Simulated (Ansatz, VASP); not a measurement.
## Two plane-wave programs on As4S

```
CELL_PARAMETERS angstrom
-3.04958 3.04958 3.04958
3.04958 -3.04958 3.04958
3.04958 3.04958 -3.04958
ATOMIC_POSITIONS crystal
As 0.50000 0.50000 0.50000
As 0.50000 0.00000 0.00000
As 0.00000 0.00000 0.50000
As 0.00000 0.50000 0.00000
S 0.00000 0.00000 0.00000
```

Change from the starting cell: species swapped into the Hg4Pt type (Im-3m, No. 229).

Alike in both runs: task single point; functional PBE; k mesh 4 × 4 × 4; occupations gaussian, width 0.1 eV; no spin polarisation.

|  | VASP | Ansatz |
| --- | --- | --- |
| version | VASP 6.6.1 | Ansatz 0.2.0 |
| potentials or method | VASP PAW PBE potentials, release 64 (As, S), cutoff 520 eV | scalar-relativistic, plane waves, PAW |
| valence electrons in the cell | 26 | 66 |

|  | VASP | Ansatz | Ansatz less VASP |
| --- | --- | --- | --- |
| gap on the k mesh at the Fermi level (eV) | none | none | - |
| pressure (GPa) | -3.8 | -3.8 | 0.00 |

A gap of «none» marks a metal or a gap that the smearing closes. With one functional, cell and mesh, what is left measures potentials, basis and numerics. VASP's potentials hold 26 valence electrons a cell and Ansatz's 66, so a difference there can come from the potentials and not from the codes.

The k mesh is coarse, so the values compare programs but aren't converged.
